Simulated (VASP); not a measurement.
# Ti (Im-3m) in VASP: notebook

Ti is run at these levels: PBEsol; tasks: single point, relaxation of volume and atoms at fixed shape.

All numbers are computed with VASP 6.6.1; they aren't measurements. Logs are shortened: lines on timing, memory, paths and dates and some standing lists are left out, and cuts for length are marked.

## 1. The cell of the first run

Symmetry: Im-3m, No. 229, cubic system. Conventional cell: a = 3.211 Å, b = 3.211 Å, c = 3.211 Å, α = 90.00°, β = 90.00°, γ = 90.00°. Ti (site symmetry m-3m) has 14 Ti at 2.78 to 3.21 Å within 3.7 Å.

This isn't the form of Ti at room conditions, which is hcp.

## 2. Single point, PBEsol

Contents of INCAR:

```
SYSTEM = Ti
  PREC = Accurate
  ENCUT = 500
  EDIFF = 1E-6
  ISMEAR = 0
  SIGMA = 0.1
  LREAL = .False.
  LASPH = .True.
  NELM = 120
  ALGO = Normal
  ISIF = 2
  LWAVE = .False.
  LCHARG = .True.
  GGA = PS
  LELF = .True.
  LVHAR = .True.
  NBANDS = 12
  GGA_COMPAT = .False.
```

Contents of KPOINTS:

```
Automatic mesh
0
Gamma
  9 9 9
  0 0 0
```

Contents of POSCAR:

```
Ti
1.0
   -1.6056297614      1.6056297614      1.6056297614
    1.6056297614     -1.6056297614      1.6056297614
    1.6056297614      1.6056297614     -1.6056297614
Ti
1
Direct
    0.0000000000      0.0000000000      0.0000000000
```

Potentials or basis: VASP PAW PBE potentials, release 64 (Ti_sv).

Command:

```console
cat potpaw_PBE.64/Ti_sv/POTCAR > POTCAR
mpirun -np 1 vasp_std > vasp.out
```

OUTCAR:

```text
SYSTEM = Ti
   PREC = Accurate
   ENCUT = 500
   EDIFF = 1E-6
   ISMEAR = 0
   LREAL = .False.
   LASPH = .True.
   NELM = 120
   ISIF = 2
   GGA = PS

 ion  position               nearest neighbor table
   1  0.000  0.000  0.000-

  LATTYP: Found a body centered cubic cell.
 ALAT       =     3.2112595228

  Lattice vectors:

 A1 = (  -1.6056297614,   1.6056297614,   1.6056297614)
 A2 = (   1.6056297614,  -1.6056297614,   1.6056297614)
 A3 = (   1.6056297614,   1.6056297614,  -1.6056297614)

Analysis of symmetry for initial positions (statically):
=====================================================================
 Subroutine PRICEL returns:
 Original cell was already a primitive cell.

 Routine SETGRP: Setting up the symmetry group for a
 body centered cubic supercell.

 Subroutine GETGRP returns: Found 48 space group operations
 (whereof 48 operations were pure point group operations)
 out of a pool of 48 trial point group operations.

The static configuration has the point symmetry O_h .

Analysis of symmetry for dynamics (positions and initial velocities):
=====================================================================
 Subroutine PRICEL returns:
 Original cell was already a primitive cell.

 Routine SETGRP: Setting up the symmetry group for a
 body centered cubic supercell.

 Subroutine GETGRP returns: Found 48 space group operations
 (whereof 48 operations were pure point group operations)
 out of a pool of 48 trial point group operations.

The dynamic configuration has the point symmetry O_h .

 Subroutine INISYM returns: Found 48 space group operations
 (whereof 48 operations are pure point group operations),
 and found     1 'primitive' translations

----------------------------------------------------------------------------------------

                                     Primitive cell

  volume of cell :      16.5576

  direct lattice vectors                    reciprocal lattice vectors
    -1.605629761  1.605629761  1.605629761     0.000000000  0.311404293  0.311404293
     1.605629761 -1.605629761  1.605629761     0.311404293  0.000000000  0.311404293
     1.605629761  1.605629761 -1.605629761     0.311404293  0.311404293  0.000000000

  length of vectors
     2.781032325  2.781032325  2.781032325     0.440392174  0.440392174  0.440392174

  position of ions in fractional coordinates (direct lattice)
     0.000000000  0.000000000  0.000000000

[... 69 lines left out ...]
   ISPIN  =      1    spin polarized calculation?
   LNONCOLLINEAR =      F non collinear calculations
   LSORBIT =      F    spin-orbit coupling
   LASPH  =      T    aspherical Exc in radial PAW
   ENCUT  =  500.0 eV  36.75 Ry    6.06 a.u.   5.07  5.07  5.07*2*pi/ulx,y,z
   NELM   =    120;   NELMIN=  2; NELMDL= -5     # of ELM steps
   EDIFF  = 0.1E-05   stopping-criterion for ELM
   LREAL  =      F    real-space projection
[... 7 lines left out ...]
   TEBEG  =    0.0;   TEEND  =   0.0 temperature during run
   PSTRESS=    0.0 pullay stress
   NELECT =      12.0000    total number of electrons
   NUPDOWN=      -1.0000    fix difference up-down
   EMIN   =  10.00;   EMAX   =-10.00  energy-range for DOS
   EFERMI =   0.00;   METHOD = LEGACY
   ISMEAR =     0;   SIGMA  =   0.10  broadening in eV -4-tet -1-fermi 0-gaus
   EFERMI_NEDOS =   21; number of points for ismear=-14 and -15
   IALGO  =     38    algorithm
   IMIX   =      4    mixing-type and parameters
     AMIX     =   0.40;   BMIX     =  1.00
     AMIX_MAG =   1.60;   BMIX_MAG =  1.00
  volume/ion in A,a.u.               =      16.56       111.74
  Fermi-wavevector in a.u.,A,eV,Ry     =   1.470516  2.778873 29.421485  2.162418
  Thomas-Fermi vector in A             =   2.585764
   LORBIT       =      0    0 simple, 1 ext, 2 COOP (PROOUT), +10 PAW based schemes
   GGA     = PS    functional components
   LHFCALC =     F    Hartree Fock is set to
   AEXX    =    0.0000 exact exchange contribution
   IVDW    =     0    specifies the selected vdW correction
   LEPSILON=     F    determine dielectric tensor
   LRPA    =     F    only Hartree local field effects (RPA)
 non-spin polarized calculation
 Gauss-broadening in eV      SIGMA  =   0.10
  energy-cutoff  :      500.00
  volume of cell :       16.56
 maximum number of plane-waves:       432
   NGX = 11   NGY = 11   NGZ = 11

 number of electron      12.0000006 magnetization

 Free energy of the ion-electron system (eV)
  ---------------------------------------------------
  ext. energy  EPLUGINS =         0.00000000
  ---------------------------------------------------
  free energy    TOTEN  =        -8.23512797 eV

  energy without entropy =       -8.21911195  energy(sigma->0) =       -8.22711996

 E-fermi :   8.4746     XC(G=0): -11.8613

 val. band max:        8.4727961584   @ k =   0.2222   0.2222   0.0000
 cond. band min:       8.5104845326   @ k =   0.1111   0.1111   0.1111
 fundamental gap:      0.0376883742
 Fermi energy:         8.4745905449

 k-point     1 :       0.0000    0.0000    0.0000
  band No.  band energies     occupation
      1     -47.7394      2.00000
      2     -23.6292      2.00000
      3     -23.6292      2.00000
      4     -23.6292      2.00000
      5       2.4073      2.00000
      6       9.4891      0.00000
      7       9.4891      0.00000
      8       9.4891      0.00000
      9      11.3692      0.00000
     10      11.3692      0.00000
     11      26.2212      0.00000
     12      26.2212      0.00000
[... 331 lines left out ...]
 k-point    24 :      -0.4444   -0.4444    0.1111
  band No.  band energies     occupation
      1     -47.5493      2.00000
      2     -24.3398      2.00000
      3     -23.9980      2.00000
      4     -23.7524      2.00000
      5       6.6988      2.00000
      6       8.1867      1.99995
      7       8.5335      0.40515
      8      10.8166      0.00000
      9      12.4030      0.00000
     10      14.4097      0.00000
     11      17.6234      0.00000
     12      20.9251      0.00000

 [... further k-points ...]
[... 5 lines left out ...]
  --------------------------------------------------------------------------------------
  -------------------------------------------------------------------------------------
  Total       -0.0333221     -0.0333221     -0.0333221      0.0000000      0.0000000      0.0000000
  in kB       -3.2243814     -3.2243814     -3.2243814      0.0000000      0.0000000      0.0000000
  external PRESSURE =      -3.2243814 kB  Pullay stress =       0.0000000 kB

 VOLUME and BASIS-vectors are now :
 -----------------------------------------------------------------------------
  energy-cutoff  :      500.00
  volume of cell :       16.56
      direct lattice vectors                 reciprocal lattice vectors
    -1.605629761  1.605629761  1.605629761     0.000000000  0.311404293  0.311404293
     1.605629761 -1.605629761  1.605629761     0.311404293  0.000000000  0.311404293
     1.605629761  1.605629761 -1.605629761     0.311404293  0.311404293  0.000000000

 POSITION                                       TOTAL-FORCE (eV/Angst)
 -----------------------------------------------------------------------------------
      0.00000      0.00000      0.00000         0.000000      0.000000     -0.000000
 -----------------------------------------------------------------------------------
    total drift:                               -0.000000      0.000000      0.000000

  FREE ENERGIE OF THE ION-ELECTRON SYSTEM (eV)
  ---------------------------------------------------
  free  energy   TOTEN  =        -8.2351279662 eV

  energy  without entropy=       -8.2191119455  energy(sigma->0) =       -8.22711996
```

OSZICAR:

```text
N       E                     dE             d eps       ncg     rms          rms(c)
DAV:   1     0.857578995754E+02    0.85758E+02   -0.65378E+03   840   0.120E+03
DAV:   2    -0.505813498967E+01   -0.90816E+02   -0.88489E+02   848   0.290E+02
DAV:   3    -0.922074712814E+01   -0.41626E+01   -0.41221E+01  1176   0.630E+01
DAV:   4    -0.931931655286E+01   -0.98569E-01   -0.98486E-01   956   0.838E+00
DAV:   5    -0.932157212598E+01   -0.22556E-02   -0.22555E-02  1012   0.116E+00    0.905E+00
DAV:   6    -0.823102443769E+01    0.10905E+01   -0.25643E+00   904   0.226E+01    0.227E+00
DAV:   7    -0.822438749027E+01    0.66369E-02   -0.78888E-02   996   0.311E+00    0.131E+00
DAV:   8    -0.823473305095E+01   -0.10346E-01   -0.39475E-02   876   0.226E+00    0.983E-02
DAV:   9    -0.823507029327E+01   -0.33724E-03   -0.23876E-03  1040   0.448E-01    0.814E-02
DAV:  10    -0.823514862351E+01   -0.78330E-04   -0.31006E-04   896   0.185E-01    0.158E-02
DAV:  11    -0.823512817595E+01    0.20448E-04   -0.29037E-05   964   0.810E-02    0.888E-03
DAV:  12    -0.823512796623E+01    0.20973E-06   -0.17422E-06   840   0.138E-02
   1 F= -.82351280E+01 E0= -.82271200E+01  d E =-.160160E-01
```

stdout:

```text
POSCAR found type information on POSCAR Ti
 POSCAR found :  1 types and       1 ions
 scaLAPACK will be used
 -----------------------------------------------------------------------------
|                                                                             |
|                                                                             |
|     You enforced a specific xc type in the INCAR file but a different       |
|     I HOPE YOU KNOW WHAT YOU ARE DOING!                                     |
|                                                                             |
 -----------------------------------------------------------------------------

 LDA part: xc-table for (Slater+PW92), standard interpolation
 POSCAR, INCAR and KPOINTS ok, starting setup
 FFT: planning ... GRIDC
 FFT: planning ... GRID_SOFT
 FFT: planning ... GRID
 WAVECAR not read
 entering main loop
```

It took 2.8 s on 1 thread of Intel Xeon 6975P-C (Granite Rapids), shared host; peak memory 0.12 GiB.

What came out:

```
Free energy            : -8.2351 eV
Pressure               : -0.3 GPa
Band gap on the k mesh : zero (bands 6 and 7 overlap by 1.61 eV)
```

Caveat: the PAW data sets were made with another functional, which shifts forces and pressure a little.

## 3. Relaxation of volume and atoms at fixed shape, PBEsol

This run uses another cell than the first one, of 17.64 Å³/atom.

Contents of INCAR:

```
PREC     = Accurate       # precision mode
ENCUT    = 500            # plane-wave cutoff, eV
EDIFF    = 1E-7           # SCF threshold, eV
ISMEAR   = 0              # smearing method
SIGMA    = 0.1            # smearing width, eV
LREAL    = F              # projectors in reciprocal space
LASPH    = T              # aspherical terms in the spheres
NELM     = 120            # most SCF steps
ALGO     = Normal         # electronic algorithm
ISIF     = 8              # what is computed and relaxed
LWAVE    = F              # write WAVECAR
LCHARG   = F              # write CHGCAR
GGA      = PS             # functional
IBRION   = 2              # ionic algorithm
NSW      = 80             # ionic steps
EDIFFG   = -0.02          # ionic threshold
GGA_COMPAT= F            
NELMIN   = 4
```

Contents of KPOINTS:

```
regular mesh
0
Gamma
  9 9 9
```

Contents of POSCAR:

```
Ti
1.0
   -1.6400000000      1.6400000000      1.6400000000
    1.6400000000     -1.6400000000      1.6400000000
    1.6400000000      1.6400000000     -1.6400000000
Ti
1
Direct
    0.0000000000      0.0000000000      0.0000000000
```

Potentials or basis: VASP PAW PBE potentials, release 64 (Ti_sv).

Command:

```console
cat potpaw_PBE.64/Ti_sv/POTCAR > POTCAR
mpirun -np 1 vasp_std > vasp.out
```

OUTCAR:

```text
PREC = Accurate
   ENCUT = 500
   EDIFF = 1E-7
   ISMEAR = 0
   LREAL = F
   LASPH = T
   NELM = 120
   ISIF = 8
   GGA = PS
   IBRION = 2
   NSW = 80
   EDIFFG = -0.02
   NELMIN = 4

 ion  position               nearest neighbor table
   1  0.000  0.000  0.000-

  LATTYP: Found a body centered cubic cell.
 ALAT       =     3.2800000000

  Lattice vectors:

 A1 = (  -1.6400000000,   1.6400000000,   1.6400000000)
 A2 = (   1.6400000000,  -1.6400000000,   1.6400000000)
 A3 = (   1.6400000000,   1.6400000000,  -1.6400000000)

Analysis of symmetry for initial positions (statically):
=====================================================================
 Subroutine PRICEL returns:
 Original cell was already a primitive cell.

[... 248 lines left out ...]

 E-fermi :   8.5004     XC(G=0): -11.8731

 val. band max:        8.4988290219   @ k =   0.2222   0.2222   0.0000
 cond. band min:       8.5354973214   @ k =   0.1111   0.1111   0.1111
 fundamental gap:      0.0366682995
 Fermi energy:         8.5003901171

 k-point     1 :       0.0000    0.0000    0.0000
  band No.  band energies     occupation
      1     -47.7089      2.00000
      2     -23.5951      2.00000
      3     -23.5951      2.00000
      4     -23.5951      2.00000
      5       2.4281      2.00000
      6       9.5173      0.00000
      7       9.5173      0.00000
      8       9.5173      0.00000
      9      11.4030      0.00000
     10      11.4030      0.00000
[... 287 lines left out ...]
 k-point    24 :      -0.4444   -0.4444    0.1111
  band No.  band energies     occupation
      1     -47.5169      2.00000
      2     -24.3112      2.00000
      3     -23.9668      2.00000
      4     -23.7193      2.00000
      5       6.7202      2.00000
      6       8.2136      1.99995
      7       8.5587      0.40936
      8      10.8489      0.00000
      9      12.4411      0.00000
     10      14.4539      0.00000

 [... further k-points ...]
[... 5 lines left out ...]
  --------------------------------------------------------------------------------------
  -------------------------------------------------------------------------------------
  Total        0.0010124      0.0010124      0.0010124      0.0000000      0.0000000      0.0000000
  in kB        0.0982072      0.0982072      0.0982072      0.0000000      0.0000000      0.0000000
  external PRESSURE =       0.0982072 kB  Pullay stress =       0.0000000 kB
[... 16 lines left out ...]
  FREE ENERGIE OF THE ION-ELECTRON SYSTEM (eV)
  ---------------------------------------------------
  free  energy   TOTEN  =        -8.2357108851 eV

  energy  without entropy=       -8.2196747407  energy(sigma->0) =       -8.22769281

 reached required accuracy - stopping structural energy minimisation
```

CONTCAR:

```text
Ti
   1.00000000000000
    -1.6043246931366801    1.6043246931366801    1.6043246931366801
     1.6043246931366801   -1.6043246931366801    1.6043246931366801
     1.6043246931366801    1.6043246931366801   -1.6043246931366801
  Ti
     1
Direct
     0.0000000000000000    0.0000000000000000    0.0000000000000000

  0.00000000E+00  0.00000000E+00  0.00000000E+00
```

Wall time 7.5 s (1 thread of Intel Xeon 6975P-C (Granite Rapids), shared host); peak memory 0.14 GiB.

Results:

- Free energy: -8.2357 eV
- Relaxed volume: 16.52 Å³/atom
- Relaxed cell: a = 2.779 Å, b = 2.779 Å, c = 2.779 Å, α = 109.47°, β = 109.47°, γ = 109.47°
- Space group after relaxing (to 0.1 Å): Im-3m (No. 229)
- Energy gained by relaxing: 24.8 meV/atom
- Ionic steps: 3
- Pressure after relaxing: 0.0 GPa
- Band gap on the k mesh: zero (bands 6 and 7 overlap by 1.61 eV)

Step by step:
| step | energy change (eV) | largest force (eV/Å) | pressure (GPa) | volume (Å³) |
| --- | --- | --- | --- | --- |
| 1 | 0.0000 | 0.0000 | -6.73 | 17.64 |
| 2 | -0.0140 | 0.0000 | 5.11 | 15.82 |
| 3 | -0.0248 | 0.0000 | 0.01 | 16.52 |

Final structure:
```
Ti
1.0
    -1.60432    1.60432    1.60432
     1.60432   -1.60432    1.60432
     1.60432    1.60432   -1.60432
Ti
1
Cartesian
  0.0000 0.0000 0.0000
```

Caveat: the PAW data sets were made with another functional, which shifts forces and pressure a little.

The gap in the log of VASP goes by the Fermi energy; the results here count the filled bands.